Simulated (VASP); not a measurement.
# SnTe (Fm-3m) in VASP: single point with PBE-based screened hybrid with 10 % exact exchange

Aim: the single point of SnTe with PBE-based screened hybrid with 10 % exact exchange.

Program: VASP 6.6.1. These are calculated values, not measurements. Logs are shortened: lines on timing, memory, paths and dates and some standing lists are left out, and cuts for length are marked.

## 1. The cell of the first run

Symmetry: Fm-3m, No. 225, cubic system. The conventional cell has a = 6.313 Å, b = 6.313 Å, c = 6.313 Å, α = 90.00°, β = 90.00°, γ = 90.00°. Sn (site symmetry m-3m) has 6 Te at 3.16 Å within 4.2 Å. Te (site symmetry m-3m) has 6 Sn at 3.16 Å within 4.2 Å.

## 2. Single point, PBE-based screened hybrid with 10 % exact exchange

File POSCAR:

```
SnTe
1.0
    0.0000000000      3.1565012282      3.1565012282
    3.1565012282      0.0000000000      3.1565012282
    3.1565012282      3.1565012282      0.0000000000
Sn Te
1 1
Direct
    0.5000000000      0.5000000000      0.5000000000
    0.0000000000      0.0000000000      0.0000000000
```

File INCAR.step1:

```
ALGO     = Normal         # electronic algorithm
EDIFF    = 1E-5           # SCF threshold, eV
ENCUT    = 520            # plane-wave cutoff, eV
GGA      = PE             # functional
ISIF     = 2              # what is computed and relaxed
ISMEAR   = 0              # smearing method
LASPH    = T              # aspherical terms in the spheres
LREAL    = F              # projectors in reciprocal space
LWAVE    = T              # write WAVECAR
NBANDS   = 17             # bands
NELM     = 60             # most SCF steps
PREC     = Accurate       # precision mode
SIGMA    = 0.05           # smearing width, eV
```

File INCAR.step2:

```
AEXX     = 0.1            # exact-exchange fraction
ALGO     = Normal         # electronic algorithm
EDIFF    = 1E-6           # SCF threshold, eV
ENCUT    = 520            # plane-wave cutoff, eV
GGA      = PE             # functional
HFSCREEN = 0.20787        # screening, 1/A
ISIF     = 2              # what is computed and relaxed
ISMEAR   = 0              # smearing method
ISTART   = 1            
LASPH    = T              # aspherical terms in the spheres
LCHARG   = T              # write CHGCAR
LELF     = T              # ELF
LHFCALC  = T              # exact exchange
LREAL    = F              # projectors in reciprocal space
LVHAR    = T            
LWAVE    = F              # write WAVECAR
NBANDS   = 17             # bands
NELM     = 60             # most SCF steps
PREC     = Accurate       # precision mode
PRECFOCK = Normal       
SIGMA    = 0.05           # smearing width, eV
```

File KPOINTS:

```
k-points
0
Gamma
  6 6 6
```

Potentials or basis: VASP PAW PBE potentials, release 64 (Sn_d, Te).

Command:

```
cat potpaw_PBE.64/Sn_d/POTCAR potpaw_PBE.64/Te/POTCAR > POTCAR
cp INCAR.step1 INCAR
mpirun -np 1 vasp_std > vasp.out
cp INCAR.step2 INCAR
mpirun -np 1 vasp_std > vasp.out
```

OUTCAR:

```text
AEXX = 0.1
   EDIFF = 1E-6
   ENCUT = 520
   GGA = PE
   HFSCREEN = 0.20787
   ISIF = 2
   ISMEAR = 0
   ISTART = 1
   LASPH = T
   LHFCALC = T
   LREAL = F
   NELM = 60
   PREC = Accurate
   PRECFOCK = Normal

 ion  position               nearest neighbor table
   1  0.500  0.500  0.500-   2 3.16   2 3.16   2 3.16   2 3.16   2 3.16   2 3.16
   2  0.000  0.000  0.000-   1 3.16   1 3.16   1 3.16   1 3.16   1 3.16   1 3.16

  LATTYP: Found a face centered cubic cell.
 ALAT       =     6.3130024564

  Lattice vectors:

 A1 = (   0.0000000000,   3.1565012282,   3.1565012282)
 A2 = (   3.1565012282,   0.0000000000,   3.1565012282)
 A3 = (   3.1565012282,   3.1565012282,   0.0000000000)

Analysis of symmetry for initial positions (statically):
=====================================================================
 Subroutine PRICEL returns:
 Original cell was already a primitive cell.

 Routine SETGRP: Setting up the symmetry group for a
 face centered cubic supercell.

 Subroutine GETGRP returns: Found 48 space group operations
 (whereof 48 operations were pure point group operations)
 out of a pool of 48 trial point group operations.

The static configuration has the point symmetry O_h .

Analysis of symmetry for dynamics (positions and initial velocities):
=====================================================================
 Subroutine PRICEL returns:
 Original cell was already a primitive cell.

 Routine SETGRP: Setting up the symmetry group for a
 face centered cubic supercell.

 Subroutine GETGRP returns: Found 48 space group operations
 (whereof 48 operations were pure point group operations)
 out of a pool of 48 trial point group operations.

The dynamic configuration has the point symmetry O_h .

 Subroutine INISYM returns: Found 48 space group operations
 (whereof 48 operations are pure point group operations),
 and found     1 'primitive' translations

----------------------------------------------------------------------------------------

                                     Primitive cell

  volume of cell :      62.8996

  direct lattice vectors                    reciprocal lattice vectors
     0.000000000  3.156501228  3.156501228    -0.158403233  0.158403233  0.158403233
     3.156501228  0.000000000  3.156501228     0.158403233 -0.158403233  0.158403233
     3.156501228  3.156501228  0.000000000     0.158403233  0.158403233 -0.158403233

  length of vectors
     4.463966847  4.463966847  4.463966847     0.274362448  0.274362448  0.274362448

  position of ions in fractional coordinates (direct lattice)
     0.500000000  0.500000000  0.500000000
     0.000000000  0.000000000  0.000000000

  ion indices of the primitive-cell ions
   primitive index   ion index
                 1           1
                 2           2

----------------------------------------------------------------------------------------

 KPOINTS: k-points

Automatic generation of k-mesh.
 Grid dimensions read from file:
 generate k-points for:    6    6    6

 Generating k-lattice:

  Cartesian coordinates                     Fractional coordinates (reciprocal lattice)
    -0.026400539  0.026400539  0.026400539     0.166666667  0.000000000  0.000000000
     0.026400539 -0.026400539  0.026400539     0.000000000  0.166666667  0.000000000
     0.026400539  0.026400539 -0.026400539     0.000000000  0.000000000  0.166666667

  Length of vectors
     0.045727075  0.045727075  0.045727075

  Shift w.r.t. Gamma in fractional coordinates (k-lattice)
     0.000000000  0.000000000  0.000000000

 Subroutine IBZKPT returns following result:
 ===========================================

 Found     16 irreducible k-points:

 Following reciprocal coordinates:
            Coordinates               Weight
  0.000000  0.000000  0.000000      1.000000
  0.166667  0.000000  0.000000      8.000000
  0.333333  0.000000  0.000000      8.000000
  0.500000  0.000000  0.000000      4.000000
  0.166667  0.166667  0.000000      6.000000
  0.333333  0.166667  0.000000     24.000000
[... 8 lines left out ...]
 -0.333333  0.333333  0.166667     24.000000
 -0.333333  0.500000  0.166667     12.000000
   k-points           NKPTS =     16   k-points in BZ     NKDIM =    216   number of bands    NBANDS=     17
   number of dos      NEDOS =    301   number of ions     NIONS =      2
   total plane-waves  NPLWV =  46656
   dimension x,y,z NGX =    36 NGY =   36 NGZ =   36
   dimension x,y,z NGXF=    72 NGYF=   72 NGZF=   72
   ions per type =               1   1
   NGX,Y,Z   is equivalent  to a cutoff of  13.41, 13.41, 13.41 a.u.
   NGXF,Y,Z  is equivalent  to a cutoff of  26.81, 26.81, 26.81 a.u.
 SYSTEM =  unknown system
   PREC   = accura    normal or accurate (medium, high low for compatibility)
   ISTART =      1    job   : 0-new  1-cont  2-samecut
   ICHARG =      0    charge: 1-file 2-atom 10-const
   ISPIN  =      1    spin polarized calculation?
   LNONCOLLINEAR =      F non collinear calculations
   LSORBIT =      F    spin-orbit coupling
   LASPH  =      T    aspherical Exc in radial PAW
   ENCUT  =  520.0 eV  38.22 Ry    6.18 a.u.   8.30  8.30  8.30*2*pi/ulx,y,z
   NELM   =     60;   NELMIN=  2; NELMDL=  0     # of ELM steps
   EDIFF  = 0.1E-05   stopping-criterion for ELM
   LREAL  =      F    real-space projection
   EDIFFG = 0.1E-04   stopping-criterion for IOM
   NSW    =      0    number of steps for IOM
   IBRION =     -1    ionic relax: 0-MD 1-quasi-New 2-CG
   NFREE  =      0    steps in history (QN), initial steepest desc. (CG)
   ISIF   =      2    stress and relaxation
   ISYM   =      3    0-nonsym 1-usesym 2-fastsym
   POTIM  = 0.5000    time-step for ionic-motion
   TEBEG  =    0.0;   TEEND  =   0.0 temperature during run
   PSTRESS=    0.0 pullay stress
   NELECT =      20.0000    total number of electrons
   NUPDOWN=      -1.0000    fix difference up-down
   EMIN   =  10.00;   EMAX   =-10.00  energy-range for DOS
   EFERMI =   0.00;   METHOD = LEGACY
   ISMEAR =     0;   SIGMA  =   0.05  broadening in eV -4-tet -1-fermi 0-gaus
   EFERMI_NEDOS =   21; number of points for ismear=-14 and -15
   IALGO  =     38    algorithm
   IMIX   =      1    mixing-type and parameters
     AMIX     =   0.40;   BMIX     =  1.00
     AMIX_MAG =   1.60;   BMIX_MAG =  1.00
  volume/ion in A,a.u.               =      31.45       212.23
  Fermi-wavevector in a.u.,A,eV,Ry     =   1.117383  2.111548 16.987494  1.248546
  Thomas-Fermi vector in A             =   2.254006
   LORBIT       =      0    0 simple, 1 ext, 2 COOP (PROOUT), +10 PAW based schemes
   GGA     = PE    functional components
   LHFCALC =     T    Hartree Fock is set to
   PRECFOCK=normal    Normal, Fast or Accurate (Low or Medium for compatibility)
   ENCUT4O =  -1.0   cutoff for four orbital integrals eV
   NKREDX  =     1    reduce k-point grid by
   NKREDY  =     1    reduce k-point grid by
   NKREDZ  =     1    reduce k-point grid by
   AEXX    =    0.1000 exact exchange contribution
   HFSCREEN=    0.2079 screening length (either q_TF or 0.3 A-1)
   HFSCREENC=   0.2079 screening length for correlation (either q_TF or 0.3 A-1)
   ENCUTFOCK=  -1.0 apply spherical cutoff to Coloumb kernel
   IVDW    =     0    specifies the selected vdW correction
   LEPSILON=     F    determine dielectric tensor
   LRPA    =     F    only Hartree local field effects (RPA)
 non-spin polarized calculation
 Gauss-broadening in eV      SIGMA  =   0.05
  energy-cutoff  :      520.00
  volume of cell :       62.90
 maximum number of plane-waves:      1711
 NGX is ok and might be reduce to    36
  NGX = 28; NGY = 28; NGZ = 28

 number of electron      19.9999999 magnetization

 Free energy of the ion-electron system (eV)
  ---------------------------------------------------
  ext. energy  EPLUGINS =         0.00000000
  ---------------------------------------------------
  free energy    TOTEN  =        -8.10743855 eV

  energy without entropy =       -8.10647439  energy(sigma->0) =       -8.10695647

 E-fermi :   6.9362     XC(G=0):  -8.8459

 val. band max:        6.9220763056   @ k =   0.5000   0.0000   0.0000
 cond. band min:       6.9504167788   @ k =   0.5000   0.0000   0.0000
 fundamental gap:      0.0283404732
 Fermi energy:         6.9362465421

 k-point     1 :       0.0000    0.0000    0.0000
  band No.  band energies     occupation
      1     -16.0201      2.00000
      2     -16.0201      2.00000
      3     -16.0118      2.00000
      4     -16.0118      2.00000
      5     -16.0118      2.00000
      6      -6.4990      2.00000
[... 9 lines left out ...]
     16      11.7692      0.00000
     17      13.8788      0.00000

 k-point     2 :       0.1667    0.0000    0.0000
  band No.  band energies     occupation
      1     -16.0213      2.00000
      2     -16.0213      2.00000
      3     -16.0114      2.00000
      4     -16.0103      2.00000
      5     -16.0103      2.00000
      6      -6.2583      2.00000
[... 9 lines left out ...]
     16      12.3427      0.00000
     17      15.5107      0.00000

 k-point     3 :       0.3333    0.0000    0.0000
  band No.  band energies     occupation
      1     -16.0241      2.00000
      2     -16.0241      2.00000
      3     -16.0107      2.00000
      4     -16.0069      2.00000
      5     -16.0069      2.00000
      6      -5.6306      2.00000
[... 9 lines left out ...]
     16      13.9001      0.00000
     17      17.8277      0.00000

 k-point     4 :       0.5000    0.0000    0.0000
  band No.  band energies     occupation
      1     -16.0256      2.00000
      2     -16.0256      2.00000
      3     -16.0103      2.00000
      4     -16.0051      2.00000
      5     -16.0051      2.00000
      6      -5.1624      2.00000
[... 9 lines left out ...]
     16      15.9530      0.00000
     17      15.9530      0.00000
[... 183 lines left out ...]
      1     -16.0301      2.00000
      2     -16.0205      2.00000
      3     -16.0115      2.00000
      4     -16.0056      2.00000
      5     -16.0041      2.00000
      6      -5.1872      2.00000
[... 9 lines left out ...]
     16      15.4685      0.00000
     17      16.1263      0.00000

 k-point    15 :      -0.3333    0.3333    0.1667
  band No.  band energies     occupation
      1     -16.0305      2.00000
      2     -16.0217      2.00000
      3     -16.0087      2.00000
      4     -16.0078      2.00000
      5     -16.0026      2.00000
      6      -4.8671      2.00000
[... 9 lines left out ...]
     16      16.9963      0.00000
     17      17.1036      0.00000

 k-point    16 :      -0.3333    0.5000    0.1667
  band No.  band energies     occupation
      1     -16.0339      2.00000
      2     -16.0189      2.00000
      3     -16.0121      2.00000
      4     -16.0049      2.00000
      5     -16.0012      2.00000
      6      -4.7794      2.00000
[... 9 lines left out ...]
     16      17.1818      0.00000
     17      18.3786      0.00000

------------------------ aborting loop because EDIFF is reached ----------------------------------------

  FORCE on cell =-STRESS in cart. coord.  units (eV):
  Direction    XX          YY          ZZ          XY          YZ          ZX
  --------------------------------------------------------------------------------------
  -------------------------------------------------------------------------------------
  Total        0.5840097      0.5840097      0.5840097      0.0000000      0.0000000      0.0000000
  in kB       14.8758825     14.8758825     14.8758825      0.0000000      0.0000000      0.0000000
  external PRESSURE =      14.8758825 kB  Pullay stress =       0.0000000 kB

 VOLUME and BASIS-vectors are now :
 -----------------------------------------------------------------------------
  energy-cutoff  :      520.00
  volume of cell :       62.90
      direct lattice vectors                 reciprocal lattice vectors
     0.000000000  3.156501228  3.156501228    -0.158403233  0.158403233  0.158403233
     3.156501228  0.000000000  3.156501228     0.158403233 -0.158403233  0.158403233
     3.156501228  3.156501228  0.000000000     0.158403233  0.158403233 -0.158403233

 POSITION                                       TOTAL-FORCE (eV/Angst)
 -----------------------------------------------------------------------------------
      3.15650      3.15650      3.15650         0.000000     -0.000000      0.000000
      0.00000      0.00000      0.00000        -0.000000      0.000000     -0.000000
 -----------------------------------------------------------------------------------
    total drift:                                0.000000     -0.000000      0.000000

  FREE ENERGIE OF THE ION-ELECTRON SYSTEM (eV)
  ---------------------------------------------------
  free  energy   TOTEN  =        -8.1074385539 eV

  energy  without entropy=       -8.1064743930  energy(sigma->0) =       -8.10695647
```

It took 2.1 h on 1 thread of Oxide Virtual Turin-like, shared host; peak memory 0.31 GiB.

What came out:

| Quantity | Value |
| --- | --- |
| Free energy | -8.1074 eV |
| Pressure | 1.5 GPa |

Levels at points of the mesh, in eV from the Fermi level:
```csv
k point,band 8,band 9,band 10,band 11,band 12,band 13
"(0.00, 0.00, 0.00)",-2.37,-2.37,-2.37,3.46,3.46,3.46
"(0.50, 0.00, 0.00)",-2.03,-2.03,-0.01,0.01,0.35,0.35
"(0.50, 0.50, 0.00)",-5.94,-4.03,-4.03,2.20,5.08,5.08
```

Caveat: the PAW data sets were made with another functional, which shifts forces and pressure a little; spin-orbit coupling is left out, which moves the levels of the heavy elements.
